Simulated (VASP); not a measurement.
Crystal: CdF2.

```xyz
3
Lattice="0.0000 2.6942 2.6942 2.6942 0.0000 2.6942 2.6942 2.6942 0.0000" Properties=species:S:1:pos:R:3 pbc="T T T"
Cd    0.0000    0.0000    0.0000
F     1.3471    1.3471    1.3471
F     4.0413    4.0413    4.0413
```

Base run:

```yaml
Program: VASP 6.6.1
Functional: PBE
Potentials_or_basis: VASP PAW PBE potentials, release 64 (Cd, F)
Cutoff: 520 eV
k_mesh: 8 × 8 × 8
Occupations: gaussian, width 0.01 eV
Spin: no spin polarisation
```

Its results: band gap on the k mesh 3.07 eV (least direct gap 3.57 eV); pressure 6.2 GPa.

The run is repeated on the same cell with these changes: functional from PBE to HSE06; k mesh from 8 × 8 × 8 to 4 × 4 × 4. What comes out?

Band gap on the k mesh 5.16 eV (least direct gap 5.74 eV); pressure 2.7 GPa.

Several settings changed at once.

Caveats: some runs use coarse meshes; the cell stands under pressure (at least some runs); the PAW data sets were made with another functional, which shifts forces and pressure a little (at least some runs).

A k mesh can miss the band edges.
